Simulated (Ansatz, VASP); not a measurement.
**ScAl3 in VASP and in Ansatz**

```xyz
8
Lattice="-4.0713 0.0000 -4.0713 0.0000 -4.0713 -4.0713 -4.0713 -4.0713 0.0000" Properties=species:S:1:pos:R:3 pbc="T T T"
Sc    0.0000    0.0000    0.0000
Sc   -4.0713   -4.0713   -4.0713
Al   -2.0356   -4.0938   -2.0356
Al   -2.0356    0.0225   -2.0356
Al    0.0225   -2.0356   -2.0356
Al   -4.0938   -2.0356   -2.0356
Al   -2.0356   -2.0356   -4.0263
Al   -6.1069   -6.1069   -8.1876
```

Change from the starting cell: mode 4 (152.5 1/cm) frozen in, largest displacement +0.045 Å.

Alike in both runs: task single point; functional PBEsol; k mesh 10 × 10 × 10; occupations gaussian, width 0.15 eV; no spin polarisation.

|  | VASP | Ansatz |
| --- | --- | --- |
| version | VASP 6.6.1 | Ansatz 0.2.0 |
| potentials or method | VASP PAW PBE potentials, release 64 (Sc_sv, Al), cutoff 520 eV | scalar-relativistic, plane waves, PAW |
| valence electrons in the cell | 40 | 40 |

VASP gave:

* gap on the k mesh at the Fermi level (eV): none
* pressure (GPa): 0.2
* rms of the force components (eV/Å): 0.037

Task: Which values does Ansatz return?

Result: gap on the k mesh at the Fermi level (eV): none; pressure (GPa): 0.0; rms of the force components (eV/Å): 0.037.

VASP's potentials were made for PBE, not for PBEsol. Atom by atom the forces differ by 0.000 eV/Å (rms over components). A gap of «none» marks a metal or a gap that the smearing closes.
